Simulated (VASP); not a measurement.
A run of VASP 6.6.1:

The input INCAR:

```
PREC = Accurate
ENCUT = 600
EDIFF = 1E-6
ISMEAR = 0
SIGMA = 0.15
LREAL = F
LASPH = T
NELM = 150
ALGO = Normal
ISIF = 3
LWAVE = F
LCHARG = F
ISPIN = 2
MAGMOM = 7 0
LORBIT = 11
LMAXMIX = 6
GGA = PE
IBRION = 2
NSW = 36
EDIFFG = -0.08
```

The input KPOINTS:

```
regular mesh
0
Gamma
  5 5 5
```

File POSCAR:

```
GdN
1.0
    0.0000000000      2.6117725100      3.5007372700
    2.3401154900      0.0000000000      3.5007372700
    2.3401154900      2.6117725100      0.0000000000
Gd N
1 1
Direct
    0.3656558600      0.3656558600      0.6343441400
    0.7378158900      0.7378158900      0.2621841100
```

Potentials or basis: VASP PAW PBE potentials, release 64 (Gd, N).

Run with:

```bash
$ cat potpaw_PBE.64/Gd/POTCAR potpaw_PBE.64/N/POTCAR > POTCAR
$ mpirun -np 1 vasp_std > vasp.out
```

Hardware: 1 thread of Intel(R) Xeon(R) Platinum 8259CL CPU @ 2.50GHz (Skylake/Cascade Lake), on a shared host.

**Question.** Estimate the wall time of this run.

**Answer.** It took 28 min on 1 thread of Intel(R) Xeon(R) Platinum 8259CL CPU @ 2.50GHz (Skylake/Cascade Lake), on a shared host, peak memory 0.29 GiB. Counts: scf iterations 287, k points 27, ion steps 16.
